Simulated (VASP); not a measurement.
Runs of VASP 6.6.1 on CuCl2. The structure is that of space group I4/mmm (No. 139), or close to it. The cells are those of the table. 

```csv
cell,gap on the mesh (eV),pressure (GPa)
"a = 7.565 Å, angles 145.3, 145.3, 49.9°, 3 atoms",none,(a)
"a = 7.615 Å, angles 145.3, 145.3, 49.9°, 3 atoms",none,-1.3
"a = 7.664 Å, angles 145.3, 145.3, 49.9°, 3 atoms",none,-1.6
"a = 7.410 Å, angles 145.3, 145.3, 49.9°, 3 atoms",none,0.7
"a = 7.463 Å, angles 145.3, 145.3, 49.9°, 3 atoms",none,0.1
"a = 7.713 Å, angles 145.3, 145.3, 49.9°, 3 atoms",none,-1.9
"a = 7.514 Å, angles 145.3, 145.3, 49.9°, 3 atoms",none,(b)
```

Alike in all rows: task single point; level PBEsol; potentials or basis VASP PAW PBE potentials, release 64 (Cu, Cl); no spin polarisation; k mesh 8 × 8 × 8; cutoff (eV) 520; smearing fermi-dirac 0.05 eV.

Task: Estimate the missing entries.

Result: (a) -0.8; (b) -0.4.

Caveats: the PAW data sets were made with another functional, which shifts forces and pressure a little; an odd number of electrons without spin polarisation forces a metal; a magnetic or distorted state may lie lower.

A gap of «none» marks levels without a gap at the run's occupations.
